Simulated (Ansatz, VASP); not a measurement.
# Two plane-wave programs on MgO

POSCAR

```
MgO
1.0
    0.0062156338      2.1014458981      2.1014458981
    2.1014458981      0.0062156338      2.1014458981
    2.1014458981      2.1014458981      0.0062156338
Mg O
1 1
Direct
    0.0000000000      0.0000000000      0.0000000000
    0.5000000000      0.5000000000      0.5000000000
```

Contents of INCAR.step1:

```
SYSTEM = MgO
PREC = Accurate
ENCUT = 750
ISMEAR = 0
SIGMA = 0.01
LREAL = .False.
LASPH = .True.
NELM = 120
NBANDS = 15
GGA = PE
ALGO = Normal
EDIFF = 1E-5
LWAVE = .True.
LCHARG = .False.
GGA_COMPAT = .False.
```

INCAR.step2

```
SYSTEM = MgO
PREC = Accurate
ENCUT = 750
EDIFF = 1E-6
ISMEAR = 0
SIGMA = 0.01
LREAL = .False.
LASPH = .True.
NELM = 120
ALGO = Normal
ISIF = 2
LWAVE = .False.
LCHARG = .False.
METAGGA = R2SCAN
LMIXTAU = .True.
NBANDS = 15
ISTART = 1
GGA_COMPAT = .False.
```

Contents of KPOINTS:

```
regular mesh
0
Gamma
  10 10 10
  0 0 0
```

Input for Ansatz:

```yaml
crystal:
  lattice:
    - [0.0062156338, 2.1014458981, 2.1014458981]
    - [2.1014458981, 0.0062156338, 2.1014458981]
    - [2.1014458981, 2.1014458981, 0.0062156338]
  atoms:
    - { symbol: Mg, position: [0.0, 0.0, 0.0] }
    - { symbol: O, position: [0.5, 0.5, 0.5] }
kpoints:
  mp_grid: { grid: [10, 10, 10] }
  band_path:
    path:
      - [0.0, 0.0, 0.0]
      - [0.5, 0.0, 0.5]
      - [0.625, 0.25, 0.625]
      - [0.375, 0.375, 0.75]
      - [0.5, 0.5, 0.5]
      - [0.5, 0.25, 0.75]
    npoints: 1
hamiltonian:
  xc: r2scan
scf:
  occupations: { method: fixed }
  n_extra_bands: 4
output:
  forces: true
  stress: true
  eigenvalues: true
```

Change from the starting cell: epitaxial_111 strain -0.3%.

Alike in both runs: task single point; functional r2SCAN; k mesh 10 × 10 × 10; no spin polarisation.

|  | VASP | Ansatz |
| --- | --- | --- |
| version | VASP 6.6.1 | Ansatz 0.2.0 |
| potentials or method | VASP PAW PBE potentials, release 64 (Mg_sv, O) | plane waves, PAW |
| plane-wave cutoff (eV) | 750 | 500 |
| occupations | gaussian, width 0.01 eV | fixed |
| valence electrons in the cell | 16 | 16 |

```tsv
	VASP	Ansatz	Ansatz less VASP
gap on the k mesh at the Fermi level (eV)	5.75	5.73	-0.019
pressure (GPa)	0.9	0.9	+0.07
traceless stress, the component that is largest in VASP (GPa)	-0.45	-0.47	-0.022
```

VASP's potentials were made for PBE, not for r2SCAN.
